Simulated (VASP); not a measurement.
Wanted: the native input for a VASP 6.6.1 run.

```
Task                   : single point
Functional             : LDA
Potentials or basis    : VASP PAW LDA potentials, release 64 (W_sv, C, F)
Cutoff                 : 520 eV
k mesh                 : 3 × 3 × 1
Occupations            : gaussian, width 0.1 eV
Spin                   : no spin polarisation
Dipole correction      : no
Further INCAR settings : ALGO = Normal; EDIFF = 1e-06; NBANDS = 94; NELMDL = -8
```

The structure of W4C4F lies in POSCAR:

```
W4C4F
1.0
    5.6929600000      0.0000000000      0.0000000000
   -2.8464800000      4.9302480000      0.0000000000
    0.0000000000      0.0000000000     15.1931300000
W C F
8 8 2
Direct
    0.0000000000      0.0000000000      0.0658192222
    0.0069575364      0.0108179142      0.2488720889
    0.0000000000      0.5000000000      0.0658192222
    0.0063908600      0.5077916973      0.2503258381
    0.5000000000      0.0000000000      0.0658192222
    0.5000330384      0.0023418700      0.2512776498
    0.5000000000      0.5000000000      0.0658192222
    0.5049637595      0.5089954907      0.2536241709
    0.3355913372      0.1696225017      0.1511620713
    0.3386799424      0.1749175701      0.3249340327
    0.3354240417      0.6667999257      0.1516884934
    0.3305851651      0.6733776881      0.3270601252
    0.8332506295      0.1688842022      0.1524567354
    0.8326953326      0.1796883240      0.3338316726
    0.8352964242      0.6704421360      0.1528967369
    0.8549823214      0.6860129551      0.3339263206
    0.9376299943      0.8054850385      0.4120411002
    0.8243959713      1.1836834577      0.4200116105
```

The input as run:

INCAR

```
SYSTEM = W4C4F
  PREC = Accurate
  ENCUT = 520
  EDIFF = 1E-6
  ISMEAR = 0
  SIGMA = 0.1
  LREAL = .False.
  LASPH = .True.
  NELM = 120
  ALGO = Normal
  ISIF = 2
  LWAVE = .False.
  LCHARG = .False.
  GGA = CA
  NBANDS = 94
  GGA_COMPAT = .False.
  NELMDL = -8
```

KPOINTS

```
Automatic mesh
0
Gamma
  3 3 1
  0 0 0
```

Potentials or basis: VASP PAW LDA potentials, release 64 (W_sv, C, F).

The run is started by

```console
$ cat potpaw_LDA.64/W_sv/POTCAR potpaw_LDA.64/C/POTCAR potpaw_LDA.64/F/POTCAR > POTCAR
$ mpirun -np 1 vasp_std > vasp.out
```

It gave:

```yaml
Largest_force: 1.547 eV/Å
Band_gap_on_the_k_mesh: zero (bands 79 and 80 overlap by 0.83 eV)
```

Caveat: the k points lie up to 0.42 Å⁻¹ apart, too coarse for converged energies and pressures of a metal; there is no dipole correction, which matters where the two faces differ; spin-orbit coupling is left out, which moves the levels of the heavy elements.

Run time: 16 min on 1 thread of Oxide Virtual Turin-like Processor, with other jobs on the host, peak memory 0.43 GiB.
